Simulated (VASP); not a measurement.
A run of VASP 6.6.1 is set up as follows.

The input INCAR:

```
SYSTEM = Rh
PREC = Accurate
ENCUT = 520
EDIFF = 1E-7
ISMEAR = 0
SIGMA = 0.15
LREAL = .FALSE.
LASPH = .TRUE.
NELM = 60
ALGO = Fast
ISIF = 2
LWAVE = .FALSE.
LCHARG = .FALSE.
NBANDS = 14
```

File KPOINTS:

```
regular mesh
0
G
  22 22 22
  0 0 0
```

The input POSCAR:

```
Rh
1.0
    0.0000000000      1.9015500000      1.9015500000
    1.9681042500      0.0000000000      1.9015500000
    1.9681042500      1.9015500000      0.0000000000
Rh
1
Direct
    0.0000000000      0.0000000000      0.0000000000
```

Potentials or basis: VASP PAW LDA potentials, release 64 (Rh_pv).

The run is started by

```sh
$ cat potpaw_LDA.64/Rh_pv/POTCAR > POTCAR
$ mpirun -np 1 vasp_std > vasp.out
```

(1) What does it give for the pressure?

## Answers

(1) -18.4 GPa.

Caveat: the cell differs from its parent crystal (strain +0.0350 x Voigt [1, 0, 0, 0, 0, 0]).
